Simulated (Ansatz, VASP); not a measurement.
C4N: VASP beside Ansatz

```
C N
1.0
     3.09131   -3.24609    0.00000
     3.09131    3.24609    0.00000
     0.00000    0.00000    2.77590
C N
4 1
Direct
  0.81060 0.18940 0.50000
  0.18940 0.81060 0.50000
  0.28520 0.28520 0.00000
  0.71480 0.71480 0.00000
  0.00000 0.00000 0.00000
```

Change from the starting cell: species swapped into the OsCl4 type (Cmmm, No. 65).

Alike in both runs: task relaxation of cell and atoms; functional PBE; k mesh 4 × 4 × 6; occupations gaussian, width 0.1 eV; no spin polarisation.

```csv
,VASP,Ansatz
version,VASP 6.6.1,Ansatz 0.2.0
potentials or method,"VASP PAW PBE potentials, release 64 (C, N), cutoff 600 eV","scalar-relativistic, plane waves, PAW"
valence electrons in the cell,21,21
```

|  | VASP | Ansatz | Ansatz less VASP |
| --- | --- | --- | --- |
| gap on the k mesh at the Fermi level, each at its own relaxed structure (eV) | none | none | - |
| relaxed volume (Å³/atom) | 9.57 | 10.42 | +0.849 |
| relaxed cell length with the largest relative difference (Å) | 4.587 | 4.888 | +0.3001 |

A gap of «none» marks a metal or a gap that the smearing closes. One of these differences is far larger than is usual between the two programs; its cause wasn't traced.

The k mesh is coarse, so the values compare programs but aren't converged.
